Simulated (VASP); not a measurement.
HfN: single point with LDA

The system is HfN.

```
Hf N
1.0
     0.00000    2.23577    2.23577
     2.23577    0.00000    2.23577
     2.23577    2.23577    0.00000
Hf N
1 1
Direct
  0.00000 0.00000 0.00000
  0.50000 0.50000 0.50000
```

```
Program             : VASP 6.6.1
Task                : single point
Functional          : LDA
Potentials or basis : VASP PAW LDA potentials, release 64 (Hf_pv, N)
Cutoff              : 600 eV
k mesh              : 8 × 8 × 8
Occupations         : gaussian, width 0.1 eV
Spin                : no spin polarisation
```

```yaml
Pressure: -1.7 GPa
Band_gap_on_the_k_mesh: zero (an odd number of electrons rules out a gap without spin polarisation)
```

Levels at points of the mesh, in eV from the Fermi level:
```tsv
k point	band 6	band 7	band 8	band 9	band 10	band 11
(0.00, 0.00, 0.00)	-2.96	-2.96	-0.40	-0.40	-0.40	1.99
(0.50, 0.00, 0.00)	-6.29	-6.29	3.43	3.83	3.83	4.73
(0.50, 0.50, 0.00)	-3.96	-3.59	-3.59	4.22	5.74	5.74
```

Run time: 5.6 s on 1 thread of Intel(R) Xeon(R) 6975P-C (Granite Rapids), on a shared host, peak memory 0.15 GiB.

Caveat: spin-orbit coupling is left out, which moves the levels of the heavy elements.
